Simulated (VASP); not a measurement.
# BeZn3Se4 (Pmm2) in VASP: a series of runs, part 2 of 3

VASP 6.6.1. The steps go on from the part before.

### Step 3. Single point, PBE

The input, INCAR:

```
SYSTEM = BeZn3Se4
PREC = Accurate ; ENCUT = 520
EDIFF = 1E-7 ; ISMEAR = 0
SIGMA = 0.02 ; LREAL = .False.
LASPH = .True. ; NELM = 60
ALGO = Normal ; ISIF = 2
LWAVE = .False. ; LCHARG = .False.
GGA = PE ; NBANDS = 41
```

The input, KPOINTS:

```
regular mesh
0
Gamma
  8 4 6
  0 0 0
```

The input, POSCAR:

```
BeZn3Se4
1.0
    3.9447850000      0.0000000000      0.0000000000
    0.0000000000      7.9054789000      0.0000000000
    0.0000000000      0.0000000000      5.6089789000
Be Zn Se
1 3 4
Direct
    0.5000000000      0.0000000000      0.5047950000
    0.0000000000      0.7624020000      0.0003780000
    0.0000000000      0.2375980000      0.0003780000
    0.5000000000      0.5000000000      0.4982920000
    0.5000000000      0.7667240000      0.7358410000
    0.0000000000      0.0000000000      0.2872140000
    0.5000000000      0.2332760000      0.7358410000
    0.0000000000      0.5000000000      0.2372610000
```

Potentials or basis: VASP PAW PBE potentials, release 64 (Be, Zn, Se).

Started as:

```bash
$ cat potpaw_PBE.64/Be/POTCAR potpaw_PBE.64/Zn/POTCAR potpaw_PBE.64/Se/POTCAR > POTCAR
$ mpirun -np 1 vasp_std > vasp.out
```

OUTCAR:

```text
SYSTEM = BeZn3Se4
   PREC = Accurate
   ENCUT = 520
   EDIFF = 1E-7
   ISMEAR = 0
   LREAL = .False.
   LASPH = .True.
   NELM = 60
   ISIF = 2
   GGA = PE

 ion  position               nearest neighbor table
   1  0.500  0.000  0.505-   7 2.25   5 2.25   6 2.32   6 2.32
   2  0.000  0.762  0.000-   8 2.46   5 2.47   5 2.47   6 2.47
   3  0.000  0.238  0.000-   8 2.46   7 2.47   7 2.47   6 2.47
   4  0.500  0.500  0.498-   8 2.46   8 2.46   5 2.49   7 2.49
   5  0.500  0.767  0.736-   1 2.25   2 2.47   2 2.47   4 2.49
   6  0.000  0.000  0.287-   1 2.32   1 2.32   3 2.47   2 2.47
   7  0.500  0.233  0.736-   1 2.25   3 2.47   3 2.47   4 2.49
   8  0.000  0.500  0.237-   4 2.46   4 2.46   2 2.46   3 2.46

  LATTYP: Found a simple orthorhombic cell.
 ALAT       =     3.9447850000
 B/A-ratio  =     1.4218718891
 C/A-ratio  =     2.0040328941

  Lattice vectors:

 A1 = (  -3.9447850000,   0.0000000000,   0.0000000000)
 A2 = (   0.0000000000,   0.0000000000,   5.6089789000)
 A3 = (   0.0000000000,   7.9054789000,   0.0000000000)

Analysis of symmetry for initial positions (statically):
=====================================================================
 Subroutine PRICEL returns:
 Original cell was already a primitive cell.

 Routine SETGRP: Setting up the symmetry group for a
 simple orthorhombic supercell.

 Subroutine GETGRP returns: Found  4 space group operations
 (whereof  4 operations were pure point group operations)
 out of a pool of  8 trial point group operations.

The static configuration has the point symmetry C_2v.

Analysis of symmetry for dynamics (positions and initial velocities):
=====================================================================
 Subroutine PRICEL returns:
 Original cell was already a primitive cell.

 Routine SETGRP: Setting up the symmetry group for a
 simple orthorhombic supercell.

 Subroutine GETGRP returns: Found  4 space group operations
 (whereof  4 operations were pure point group operations)
 out of a pool of  8 trial point group operations.

The dynamic configuration has the point symmetry C_2v.

 Subroutine INISYM returns: Found  4 space group operations
 (whereof  4 operations are pure point group operations),
 and found     1 'primitive' translations

----------------------------------------------------------------------------------------

                                     Primitive cell

  volume of cell :     174.9183

  direct lattice vectors                    reciprocal lattice vectors
     3.944785000  0.000000000  0.000000000     0.253499240  0.000000000  0.000000000
     0.000000000  7.905478900  0.000000000     0.000000000  0.126494551  0.000000000
     0.000000000  0.000000000  5.608978900     0.000000000  0.000000000  0.178285570

  length of vectors
     3.944785000  7.905478900  5.608978900     0.253499240  0.126494551  0.178285570

  position of ions in fractional coordinates (direct lattice)
     0.500000000  0.000000000  0.504795000
     0.000000000  0.762402000  0.000378000
     0.000000000  0.237598000  0.000378000
     0.500000000  0.500000000  0.498292000
     0.500000000  0.766724000  0.735841000
     0.000000000  0.000000000  0.287214000
     0.500000000  0.233276000  0.735841000
     0.000000000  0.500000000  0.237261000

  ion indices of the primitive-cell ions
   primitive index   ion index
                 1           1
                 2           2
[... 37 lines left out ...]
  0.250000  0.000000  0.000000      2.000000
  0.375000  0.000000  0.000000      2.000000
  0.500000  0.000000  0.000000      1.000000
  0.000000  0.250000  0.000000      2.000000
[... 16 lines left out ...]
  0.250000  0.250000  0.166667      8.000000
  0.375000  0.250000  0.166667      8.000000
 [... further k-points ...]
   k-points           NKPTS =     60   k-points in BZ     NKDIM =     60   number of bands    NBANDS=     41
   number of dos      NEDOS =    301   number of ions     NIONS =      8
   total plane-waves  NPLWV =  75600
   dimension x,y,z NGX =    30 NGY =   60 NGZ =   42
   dimension x,y,z NGXF=    60 NGYF=  120 NGZF=   84
   ions per type =               1   3   4
   NGX,Y,Z   is equivalent  to a cutoff of  12.64, 12.62, 12.45 a.u.
   NGXF,Y,Z  is equivalent  to a cutoff of  25.29, 25.24, 24.90 a.u.
 SYSTEM =  BeZn3Se4
   PREC   = accura    normal or accurate (medium, high low for compatibility)
   ISTART =      0    job   : 0-new  1-cont  2-samecut
   ICHARG =      2    charge: 1-file 2-atom 10-const
   ISPIN  =      1    spin polarized calculation?
   LNONCOLLINEAR =      F non collinear calculations
   LSORBIT =      F    spin-orbit coupling
   LASPH  =      T    aspherical Exc in radial PAW
   ENCUT  =  520.0 eV  38.22 Ry    6.18 a.u.   7.33 14.70 10.43*2*pi/ulx,y,z
   NELM   =     60;   NELMIN=  2; NELMDL= -5     # of ELM steps
   EDIFF  = 0.1E-06   stopping-criterion for ELM
   LREAL  =      F    real-space projection
   EDIFFG = 0.1E-05   stopping-criterion for IOM
   NSW    =      0    number of steps for IOM
   IBRION =     -1    ionic relax: 0-MD 1-quasi-New 2-CG
   NFREE  =      0    steps in history (QN), initial steepest desc. (CG)
   ISIF   =      2    stress and relaxation
   ISYM   =      2    0-nonsym 1-usesym 2-fastsym
   POTIM  = 0.5000    time-step for ionic-motion
   TEBEG  =    0.0;   TEEND  =   0.0 temperature during run
   PSTRESS=    0.0 pullay stress
   NELECT =      62.0000    total number of electrons
   NUPDOWN=      -1.0000    fix difference up-down
   EMIN   =  10.00;   EMAX   =-10.00  energy-range for DOS
   EFERMI =   0.00;   METHOD = LEGACY
   ISMEAR =     0;   SIGMA  =   0.02  broadening in eV -4-tet -1-fermi 0-gaus
   EFERMI_NEDOS =   21; number of points for ismear=-14 and -15
   IALGO  =     38    algorithm
   IMIX   =      4    mixing-type and parameters
     AMIX     =   0.40;   BMIX     =  1.00
     AMIX_MAG =   1.60;   BMIX_MAG =  1.00
  volume/ion in A,a.u.               =      21.86       147.55
  Fermi-wavevector in a.u.,A,eV,Ry     =   1.158582  2.189403 18.263282  1.342313
  Thomas-Fermi vector in A             =   2.295183
   LORBIT       =      0    0 simple, 1 ext, 2 COOP (PROOUT), +10 PAW based schemes
   GGA     = PE    functional components
   LHFCALC =     F    Hartree Fock is set to
   AEXX    =    0.0000 exact exchange contribution
   IVDW    =     0    specifies the selected vdW correction
   LEPSILON=     F    determine dielectric tensor
   LRPA    =     F    only Hartree local field effects (RPA)
 non-spin polarized calculation
 Gauss-broadening in eV      SIGMA  =   0.02
  energy-cutoff  :      520.00
  volume of cell :      174.92
 maximum number of plane-waves:      4735
 NGX is ok and might be reduce to    30
   NGX = 15   NGY = 29   NGZ = 21

 number of electron      62.0000030 magnetization

 Free energy of the ion-electron system (eV)
  ---------------------------------------------------
  ext. energy  EPLUGINS =         0.00000000
  ---------------------------------------------------
  free energy    TOTEN  =       -26.81304537 eV

  energy without entropy =      -26.81304537  energy(sigma->0) =      -26.81304537

 E-fermi :   1.8972     XC(G=0):  -9.2469

 val. band max:        1.8151662607   @ k =   0.0000   0.0000   0.0000
 cond. band min:       3.4671500677   @ k =   0.0000   0.0000   0.0000
 fundamental gap:      1.6519838070
 Fermi energy:         1.8972246462

 k-point     1 :       0.0000    0.0000    0.0000
  band No.  band energies     occupation
      1     -11.4586      2.00000
      2     -10.6151      2.00000
      3     -10.6108      2.00000
      4     -10.2772      2.00000
      5      -4.6555      2.00000
      6      -4.6502      2.00000
[... 1045 lines left out ...]
     40       8.7360      0.00000
     41       8.9644      0.00000

 [... further k-points ...]
[... 5 lines left out ...]
  --------------------------------------------------------------------------------------
  -------------------------------------------------------------------------------------
  Total        0.2351581      0.2155103      0.2269295      0.0000000      0.0000000      0.0000000
  in kB        2.1539477      1.9739821      2.0785777      0.0000000      0.0000000      0.0000000
  external PRESSURE =       2.0688358 kB  Pullay stress =       0.0000000 kB

 VOLUME and BASIS-vectors are now :
 -----------------------------------------------------------------------------
  energy-cutoff  :      520.00
  volume of cell :      174.92
      direct lattice vectors                 reciprocal lattice vectors
     3.944785000  0.000000000  0.000000000     0.253499240  0.000000000  0.000000000
     0.000000000  7.905478900  0.000000000     0.000000000  0.126494551  0.000000000
     0.000000000  0.000000000  5.608978900     0.000000000  0.000000000  0.178285570

 POSITION                                       TOTAL-FORCE (eV/Angst)
 -----------------------------------------------------------------------------------
      1.97239      0.00000      2.83138        -0.000000      0.000000      0.000549
      0.00000      6.02715      0.00212         0.000000      0.004464      0.002778
      0.00000      1.87833      0.00212         0.000000     -0.004464      0.002778
      1.97239      3.95274      2.79491        -0.000000      0.000000      0.005090
      1.97239      6.06132      4.12732        -0.000000      0.007242     -0.011064
      0.00000      0.00000      1.61098        -0.000000      0.000000      0.008801
      1.97239      1.84416      4.12732        -0.000000     -0.007242     -0.011064
      0.00000      3.95274      1.33079        -0.000000      0.000000      0.002131
 -----------------------------------------------------------------------------------
    total drift:                                0.000000      0.000000      0.000796

  FREE ENERGIE OF THE ION-ELECTRON SYSTEM (eV)
  ---------------------------------------------------
  free  energy   TOTEN  =       -26.8130453744 eV

  energy  without entropy=      -26.8130453744  energy(sigma->0) =      -26.81304537
```

Wall time 5.1 min (1 thread of Intel Xeon 6975P-C (Granite Rapids), shared host); peak memory 0.49 GiB.

What came out:

* Free energy: -26.8130 eV
* Pressure: 0.2 GPa
* Largest force: 0.013 eV/Å
* Band gap on the k mesh: 1.65 eV, direct

Forces on the atoms (eV/Å):
```
Be   0.000  0.000  0.001
Zn   0.000  0.004  0.003
Zn   0.000 -0.004  0.003
Zn   0.000  0.000  0.005
Se   0.000  0.007 -0.011
Se   0.000  0.000  0.009
Se   0.000 -0.007 -0.011
Se   0.000  0.000  0.002
```

Levels at points of the mesh, in eV from the valence-band top:
| k point | band 28 | band 29 | band 30 | band 31 | band 32 | band 33 | band 34 | band 35 |
| --- | --- | --- | --- | --- | --- | --- | --- | --- |
| (0.00, 0.00, 0.00) | -0.77 | -0.15 | -0.06 | 0.00 | 1.65 | 2.77 | 3.51 | 4.32 |
| (0.50, 0.00, 0.00) | -2.13 | -2.10 | -1.15 | -0.81 | 2.86 | 2.91 | 3.19 | 3.44 |
| (0.00, 0.50, 0.00) | -1.01 | -0.97 | -0.34 | -0.08 | 3.26 | 3.31 | 3.38 | 3.94 |
| (0.50, 0.50, 0.00) | -2.24 | -1.94 | -1.81 | -1.76 | 3.82 | 3.84 | 4.10 | 4.14 |
| (0.00, 0.00, 0.50) | -1.00 | -0.84 | -0.82 | -0.70 | 2.63 | 2.74 | 3.65 | 4.10 |
| (0.50, 0.00, 0.50) | -1.15 | -0.97 | -0.88 | -0.70 | 2.52 | 2.76 | 5.48 | 5.51 |
| (0.00, 0.50, 0.50) | -1.04 | -0.96 | -0.88 | -0.86 | 3.41 | 3.53 | 3.64 | 3.74 |
| (0.50, 0.50, 0.50) | -1.61 | -1.51 | -1.48 | -1.44 | 3.96 | 4.09 | 4.28 | 4.91 |

[end of part 2 of 3]
